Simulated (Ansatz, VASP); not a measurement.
**Two plane-wave programs on H**

```
CELL_PARAMETERS angstrom
-1.69153 1.69153 2.05847
1.69153 -1.69153 2.05847
1.69153 1.69153 -2.05847
ATOMIC_POSITIONS crystal
H 0.90986 0.90986 0.00000
H 0.09014 0.09014 0.00000
```

Alike in both runs: task relaxation of cell and atoms; functional LDA; k mesh 14 × 14 × 14; occupations fermi-dirac, width 0.1 eV; no spin polarisation.

|  | VASP | Ansatz |
| --- | --- | --- |
| version | VASP 6.6.1 | Ansatz 0.2.0 |
| potentials or method | VASP PAW LDA potentials, release 64 (H) | PAW with Ansatz's default frozen-core files, scalar-relativistic |
| plane-wave cutoff (eV) | 600 | 420 |
| valence electrons in the cell | 2 | 2 |

```csv
,VASP,Ansatz,Ansatz less VASP
relaxed volume (Å³/atom),7.59,7.71,+0.120
relaxed cell length with the largest relative difference (Å),2.767,2.779,+0.0128
```

LDA's correlation is that of Perdew and Zunger in VASP and of Perdew and Wang (1992) in Ansatz.

Noted on VASP's run: the volume moved by over 15 % at a fixed basis, so the end points are rough.
